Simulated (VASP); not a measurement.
# BaS (Fm-3m) in VASP: further runs, part 2 of 3

VASP 6.6.1. Earlier steps stand in the parts before.

### Step 3. Single point, PBE (volume scaled by 0.960)

The input, INCAR:

```
ALGO     = Normal         # electronic algorithm
EDIFF    = 1E-6           # SCF threshold, eV
ENCUT    = 520            # plane-wave cutoff, eV
GGA      = PE             # functional
ISIF     = 2              # what is computed and relaxed
ISMEAR   = 0              # smearing method
LASPH    = True           # aspherical terms in the spheres
LCHARG   = False          # write CHGCAR
LREAL    = False          # projectors in reciprocal space
LWAVE    = False          # write WAVECAR
NBANDS   = 15             # bands
NELM     = 100            # most SCF steps
PREC     = Accurate       # precision mode
SIGMA    = 0.05           # smearing width, eV
```

The input, KPOINTS:

```
k-points
0
Gamma
  10 10 10
```

The input, POSCAR:

```
BaS
1.0
    0.0000000000      3.1707637850      3.1707637850
    3.1707637850      0.0000000000      3.1707637850
    3.1707637850      3.1707637850      0.0000000000
Ba S
1 1
Direct
    0.5000000000      0.5000000000      0.5000000000
    0.0000000000      0.0000000000      0.0000000000
```

Potentials or basis: VASP PAW PBE potentials, release 64 (Ba_sv, S).

Command:

```console
cat potpaw_PBE.64/Ba_sv/POTCAR potpaw_PBE.64/S/POTCAR > POTCAR
mpirun -np 1 vasp_std > vasp.out
```

OUTCAR:

```text
EDIFF = 1E-6
   ENCUT = 520
   GGA = PE
   ISIF = 2
   ISMEAR = 0
   LASPH = True
   LREAL = False
   NELM = 100
   PREC = Accurate

 ion  position               nearest neighbor table
   1  0.500  0.500  0.500-   2 3.17   2 3.17   2 3.17   2 3.17   2 3.17   2 3.17
   2  0.000  0.000  0.000-   1 3.17   1 3.17   1 3.17   1 3.17   1 3.17   1 3.17

  LATTYP: Found a face centered cubic cell.
 ALAT       =     6.3415275700

  Lattice vectors:

 A1 = (   0.0000000000,   3.1707637850,   3.1707637850)
 A2 = (   3.1707637850,   0.0000000000,   3.1707637850)
 A3 = (   3.1707637850,   3.1707637850,   0.0000000000)

Analysis of symmetry for initial positions (statically):
=====================================================================
 Subroutine PRICEL returns:
 Original cell was already a primitive cell.

 Routine SETGRP: Setting up the symmetry group for a
 face centered cubic supercell.

 Subroutine GETGRP returns: Found 48 space group operations
 (whereof 48 operations were pure point group operations)
 out of a pool of 48 trial point group operations.

The static configuration has the point symmetry O_h .

Analysis of symmetry for dynamics (positions and initial velocities):
=====================================================================
 Subroutine PRICEL returns:
 Original cell was already a primitive cell.

 Routine SETGRP: Setting up the symmetry group for a
 face centered cubic supercell.

 Subroutine GETGRP returns: Found 48 space group operations
 (whereof 48 operations were pure point group operations)
 out of a pool of 48 trial point group operations.

The dynamic configuration has the point symmetry O_h .

 Subroutine INISYM returns: Found 48 space group operations
 (whereof 48 operations are pure point group operations),
 and found     1 'primitive' translations

----------------------------------------------------------------------------------------

                                     Primitive cell

  volume of cell :      63.7561
[... 114 lines left out ...]
   GGA     = PE    functional components
   LHFCALC =     F    Hartree Fock is set to
   AEXX    =    0.0000 exact exchange contribution
   IVDW    =     0    specifies the selected vdW correction
   LEPSILON=     F    determine dielectric tensor
   LRPA    =     F    only Hartree local field effects (RPA)
 non-spin polarized calculation
 Gauss-broadening in eV      SIGMA  =   0.05
  energy-cutoff  :      520.00
  volume of cell :       63.76
 maximum number of plane-waves:      1759
 NGX is ok and might be reduce to    36
   NGX = 17   NGY = 17   NGZ = 17

 number of electron      16.0000000 magnetization

 Free energy of the ion-electron system (eV)
  ---------------------------------------------------
  ext. energy  EPLUGINS =         0.00000000
  ---------------------------------------------------
  free energy    TOTEN  =       -10.16749288 eV

  energy without entropy =      -10.16749288  energy(sigma->0) =      -10.16749288

 E-fermi :   1.8231     XC(G=0):  -8.7163

 val. band max:        1.5680204859   @ k =   0.0000   0.0000   0.0000
 cond. band min:       3.6369322019   @ k =   0.5000   0.5000   0.0000
 fundamental gap:      2.0689117159
 Fermi energy:         1.8231350615

 k-point     1 :       0.0000    0.0000    0.0000
  band No.  band energies     occupation
      1     -24.4389      2.00000
      2      -9.4918      2.00000
      3      -9.4918      2.00000
      4      -9.4918      2.00000
      5      -8.8263      2.00000
      6       1.5680      2.00000
      7       1.5680      2.00000
      8       1.5680      2.00000
      9       5.2750      0.00000
     10       5.4382      0.00000
     11       5.4382      0.00000
     12       5.4382      0.00000
     13       6.3870      0.00000
     14       6.3870      0.00000
[... 401 lines left out ...]
      2     -10.2133      2.00000
      3      -9.6748      2.00000
      4      -9.6481      2.00000
      5      -8.2766      2.00000
      6       0.4786      2.00000
      7       1.2333      2.00000
      8       1.2988      2.00000
      9       4.1181      0.00000
     10       7.2502      0.00000
     11       7.5139      0.00000
     12       8.4686      0.00000
     13       8.5360      0.00000
     14      10.4924      0.00000
     15      10.8766      0.00000

 [... further k-points ...]
[... 5 lines left out ...]
  --------------------------------------------------------------------------------------
  -------------------------------------------------------------------------------------
  Total        0.9986503      0.9986503      0.9986503     -0.0000000      0.0000000     -0.0000000
  in kB       25.0958764     25.0958764     25.0958764     -0.0000000      0.0000000     -0.0000000
  external PRESSURE =      25.0958764 kB  Pullay stress =       0.0000000 kB

 VOLUME and BASIS-vectors are now :
 -----------------------------------------------------------------------------
  energy-cutoff  :      520.00
  volume of cell :       63.76
      direct lattice vectors                 reciprocal lattice vectors
     0.000000000  3.170763785  3.170763785    -0.157690712  0.157690712  0.157690712
     3.170763785  0.000000000  3.170763785     0.157690712 -0.157690712  0.157690712
     3.170763785  3.170763785  0.000000000     0.157690712  0.157690712 -0.157690712

 POSITION                                       TOTAL-FORCE (eV/Angst)
 -----------------------------------------------------------------------------------
      3.17076      3.17076      3.17076        -0.000000      0.000000     -0.000000
      0.00000      0.00000      0.00000         0.000000     -0.000000      0.000000
 -----------------------------------------------------------------------------------
    total drift:                                0.000000      0.000000      0.000000

  FREE ENERGIE OF THE ION-ELECTRON SYSTEM (eV)
  ---------------------------------------------------
  free  energy   TOTEN  =       -10.1674928778 eV

  energy  without entropy=      -10.1674928778  energy(sigma->0) =      -10.16749288
```

OSZICAR:

```text
N       E                     dE             d eps       ncg     rms          rms(c)
DAV:   1     0.828006438301E+02    0.82801E+02   -0.66728E+03  1410   0.900E+02
DAV:   2    -0.555448733121E+01   -0.88355E+02   -0.80310E+02  1947   0.175E+02
DAV:   3    -0.104817531650E+02   -0.49273E+01   -0.48929E+01  1931   0.437E+01
DAV:   4    -0.106409625166E+02   -0.15921E+00   -0.15918E+00  1934   0.585E+00
DAV:   5    -0.106420248597E+02   -0.10623E-02   -0.10623E-02  1853   0.514E-01    0.495E+00
DAV:   6    -0.101515352026E+02    0.49049E+00   -0.66337E-01  1648   0.492E+00    0.342E+00
DAV:   7    -0.101528741954E+02   -0.13390E-02   -0.18519E-01  1786   0.243E+00    0.214E+00
DAV:   8    -0.101663239389E+02   -0.13450E-01   -0.24072E-02  1599   0.113E+00    0.206E-01
DAV:   9    -0.101666017525E+02   -0.27781E-03   -0.31762E-03  1865   0.411E-01    0.136E-01
DAV:  10    -0.101674194772E+02   -0.81772E-03   -0.95438E-04  1508   0.213E-01    0.354E-02
DAV:  11    -0.101674904355E+02   -0.70958E-04   -0.98700E-05  1802   0.608E-02    0.108E-02
DAV:  12    -0.101674928994E+02   -0.24638E-05   -0.50268E-06  1606   0.147E-02    0.460E-03
DAV:  13    -0.101674928778E+02    0.21563E-07   -0.25856E-07  1433   0.305E-03
   1 F= -.10167493E+02 E0= -.10167493E+02  d E =-.418181E-15
```

stdout:

```text
POSCAR found type information on POSCAR BaS
 POSCAR found :  2 types and       2 ions
 scaLAPACK will be used
 LDA part: xc-table for (Slater+PW92), standard interpolation
 POSCAR, INCAR and KPOINTS ok, starting setup
 FFT: planning ... GRIDC
 FFT: planning ... GRID_SOFT
 FFT: planning ... GRID
 WAVECAR not read
 entering main loop
```

Wall time 51 s (1 thread of AMD EPYC 7R43 (Zen 3), shared host); peak memory 0.19 GiB.

What came out:

```
Free energy            : -10.1675 eV
Pressure               : 2.5 GPa
Band gap on the k mesh : 2.07 eV, indirect (least direct gap 2.19 eV)
```

Caveat: spin-orbit coupling is left out, which moves the levels of the heavy elements.

[end of part 2 of 3]
